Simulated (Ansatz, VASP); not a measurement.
Mo in VASP and in Ansatz

Contents of INCAR:

```
  ALGO = Fast
  EDIFF = 1E-6
  ENCUT = 520
  GGA = PE
  ISIF = 2
  ISMEAR = 0
  LASPH = True
  LCHARG = False
  LREAL = False
  LWAVE = False
  NBANDS = 36
  NELM = 80
  PREC = Accurate
  SIGMA = 0.15
```

The input KPOINTS:

```
k-points
0
Gamma
  18 18 6
```

Contents of POSCAR:

```
Mo
1.0
   -1.5710000000      1.5710000000     -1.5710000000
   -1.5710000000     -1.5710000000      1.5710000000
    0.0000000000      7.6982135624      7.6982135624
Mo
4
Direct
    0.0000000000      0.0000000000      0.7142566201
    0.5000000000      0.5000000000      0.1020366600
    0.0000000000      0.0000000000      0.3061099801
    0.5000000000      0.5000000000      0.5101833001
```

Input for Ansatz:

```yaml
crystal:
  lattice:
    - [-1.571, 1.571, -1.571]
    - [-1.571, -1.571, 1.571]
    - [0.0, 7.6982135624, 7.6982135624]
  atoms:
    - { symbol: Mo, position: [0.0, 0.0, 0.7142566201] }
    - { symbol: Mo, position: [0.5, 0.5, 0.10203666] }
    - { symbol: Mo, position: [0.0, 0.0, 0.3061099801] }
    - { symbol: Mo, position: [0.5, 0.5, 0.5101833001] }
basis:
  ecutwfc: 420
kpoints:
  mp_grid: { grid: [18, 18, 6] }
hamiltonian:
  xc: pbe
scf:
  occupations: { method: gaussian, width: 0.15 }
output:
  forces: true
  stress: true
  eigenvalues: true
  write_density: true
  write_potential: true
  elf: true
  volumetric_format: npy
```

Alike in both runs: task single point; functional PBE; k mesh 18 × 18 × 6; occupations gaussian, width 0.15 eV; no spin polarisation.

|  | VASP | Ansatz |
| --- | --- | --- |
| version | VASP 6.6.1 | Ansatz 0.2.0 |
| potentials or method | VASP PAW PBE potentials, release 64 (Mo_sv), cutoff 520 eV | scalar-relativistic, plane waves, PAW |
| valence electrons in the cell | 56 | 56 |

```csv
,VASP,Ansatz,Ansatz less VASP
gap on the k mesh at the Fermi level (eV),none,none,-
pressure (GPa),-5.4,-5.8,-0.36
"traceless stress, the component that is largest in VASP (GPa)",-1.06,-1.01,+0.045
rms of the force components (eV/Å),0.228,0.225,-0.0034
```

Atom by atom the forces differ by 0.008 eV/Å (rms over components). A gap of «none» marks a metal or a gap that the smearing closes.
